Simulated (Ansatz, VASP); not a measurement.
## BeSe3 in VASP and in Ansatz

```
Be Se
1.0
     5.25638    0.00000    0.00000
     0.00000    5.25638    0.00000
     0.00000    0.00000    7.46572
Be Se
2 6
Direct
  0.00000 0.00000 0.00000
  0.50000 0.50000 0.00000
  0.26279 0.76279 0.83283
  0.73721 0.23721 0.83283
  0.23721 0.26279 0.16717
  0.76279 0.73721 0.16717
  0.50000 0.00000 0.35109
  0.00000 0.50000 0.64891
```

Alike in both runs: functional PBE; k mesh 3 × 3 × 3; occupations gaussian, width 0.2 eV; no spin polarisation.

Ansatz relaxed the structure, and its values are those at the end. VASP's run is a single point on that final structure, the one shown.

|  | VASP | Ansatz |
| --- | --- | --- |
| version | VASP 6.6.1 | Ansatz 0.2.0 |
| potentials or method | VASP PAW PBE potentials, release 64 (Be, Se), cutoff 520 eV | scalar-relativistic, plane waves, PAW |
| valence electrons in the cell | 40 | 100 |

VASP gave:

| Quantity | Value |
| --- | --- |
| gap on the k mesh at the Fermi level (eV) | 0.91 |
| least direct gap on the mesh (eV) | 0.91 |
| pressure (GPa) | 0.0 |
| rms of the force components (eV/Å) | 0.016 |

Estimate Ansatz's values.

gap on the k mesh at the Fermi level (eV): 0.92; least direct gap on the mesh (eV): 0.92; pressure (GPa): -0.1; rms of the force components (eV/Å): 0.015.

VASP's potentials hold 40 valence electrons a cell and Ansatz's 100, so a difference there can come from the potentials and not from the codes.
